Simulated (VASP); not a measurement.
A run of VASP 6.6.1:

The input INCAR:

```
SYSTEM = AlN
PREC = Accurate ; ENCUT = 520
EDIFF = 1E-6 ; ISMEAR = 0
SIGMA = 0.02 ; LREAL = .False.
LASPH = .True. ; NELM = 60
ALGO = Normal ; ISIF = 2
LWAVE = .False. ; LCHARG = .False.
GGA = PE ; NBANDS = 11
```

File KPOINTS:

```
regular mesh
0
Gamma
  10 10 10
  0 0 0
```

The input POSCAR:

```
AlN
1.0
    0.0000000000      2.1833298487      2.1833298487
    2.1833298487      0.0000000000      2.1833298487
    2.1833298487      2.1833298487      0.0000000000
Al N
1 1
Direct
    0.0000000000      0.0000000000      0.0000000000
    0.7500000000      0.7500000000      0.7500000000
```

Potentials or basis: VASP PAW PBE potentials, release 64 (Al, N).

The run is started by

```console
$ cat potpaw_PBE.64/Al/POTCAR potpaw_PBE.64/N/POTCAR > POTCAR
$ mpirun -np 1 vasp_std > vasp.out
```

Hardware: 1 thread of Intel(R) Xeon(R) Platinum 8259CL CPU @ 2.50GHz (Skylake/Cascade Lake) (shared host).

Estimate the wall time of this run.

It took 6.5 s on 1 thread of Intel(R) Xeon(R) Platinum 8259CL CPU @ 2.50GHz (Skylake/Cascade Lake), with other jobs on the host, peak memory 0.14 GiB. Counts: scf iterations 12, k points 47.
